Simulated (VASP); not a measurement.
# Rh: single point with PBE

The system is Rh.

```xyz
4
Lattice="2.6917 0.0000 0.0000 -1.3459 2.3311 0.0000 0.0000 0.0000 8.7981" Properties=species:S:1:pos:R:3 pbc="T T T"
Rh    1.3459    0.7770    6.5986
Rh    0.0000    0.0000    4.3990
Rh    0.0000    1.5541    2.1995
Rh    0.0000    0.0000    0.0000
```

This isn't the form of Rh at room conditions, which is fcc.

```json
{
 "Program": "VASP 6.6.1",
 "Task": "single point",
 "Functional": "PBE",
 "Potentials or basis": "VASP PAW PBE potentials, release 64 (Rh_pv)",
 "Cutoff": "520 eV",
 "k mesh": "11 × 11 × 3",
 "Occupations": "fermi-dirac, width 0.05 eV",
 "Spin": "no spin polarisation"
}
```

```yaml
Pressure: 5.3 GPa
Band_gap_on_the_k_mesh: zero (bands 30 and 31 overlap by 1.63 eV)
```

Stress tensor (GPa, compression positive):
```
5.83 0.00 0.00
0.00 5.83 0.00
0.00 0.00 4.24
```

Levels at points of the mesh, in eV from the Fermi level:
```tsv
k point	band 27	band 28	band 29	band 30	band 31	band 32
(0.00, 0.00, 0.00)	-2.61	-1.43	-1.43	-0.84	-0.84	-0.35
```

It took 61 s on 1 thread of AMD EPYC 7R43 64-Core Processor (Zen 3), on a shared host, peak memory 0.15 GiB.

Caveat: the cell stands under pressure.
